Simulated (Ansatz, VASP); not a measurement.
SrBe in VASP and in Ansatz

```
CELL_PARAMETERS angstrom
4.21095 0.00000 0.00000
-2.10548 3.64679 0.00000
0.00000 0.00000 4.05642
ATOMIC_POSITIONS crystal
Sr 0.00000 0.00000 0.00000
Be 0.33333 0.66667 0.50000
```

Alike in both runs: functional PBE; k mesh 18 × 18 × 12; occupations gaussian, width 0.1 eV; no spin polarisation.

Ansatz relaxed the structure, and its values are those at the end. VASP's run is a single point on that final structure, the one shown.

|  | VASP | Ansatz |
| --- | --- | --- |
| version | VASP 6.6.1 | Ansatz 0.2.0 |
| potentials or method | VASP PAW PBE potentials, release 64 (Sr_sv, Be), cutoff 520 eV | scalar-relativistic, plane waves, PAW |
| valence electrons in the cell | 12 | 12 |

|  | VASP | Ansatz | Ansatz less VASP |
| --- | --- | --- | --- |
| gap on the k mesh at the Fermi level (eV) | none | none | - |
| pressure (GPa) | 0.0 | 0.0 | -0.04 |

A gap of «none» marks a metal or a gap that the smearing closes. With one functional, cell and mesh, what is left measures potentials, basis and numerics.
